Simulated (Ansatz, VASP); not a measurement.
One calculation of InP, two programs

```xyz
2
Lattice="0.0000 2.8875 3.0184 2.8875 0.0000 3.0184 2.8875 2.8875 0.0000" Properties=species:S:1:pos:R:3 pbc="T T T"
In    0.0000    0.0000    0.0000
P     4.3313    4.3313    4.5276
```

Change from the starting cell: z stretched by +3 % at fixed volume, crystal datasets.

Alike in both runs: task electric field gradients; functional PBE; k mesh 12 × 12 × 12; occupations fermi-dirac, width 0.05 eV; no spin polarisation.

```csv
,VASP,Ansatz
version,VASP 6.6.1,Ansatz 0.2.0
potentials or method,"VASP PAW PBE potentials, release 64 (In_d, P), cutoff 520 eV","all-electron PAW with datasets made for the crystal, scalar-relativistic"
```

```csv
,VASP,Ansatz,Ansatz less VASP
pressure (GPa),3.2,3.3,+0.06
"traceless stress, the component that is largest in VASP (GPa)",-1.29,-1.29,+0.003
size of Vzz on the site where it differs most (V/Å²),15.5,17.4,+1.86
```

Ansatz ran all-electron here, and VASP with PAW potentials.
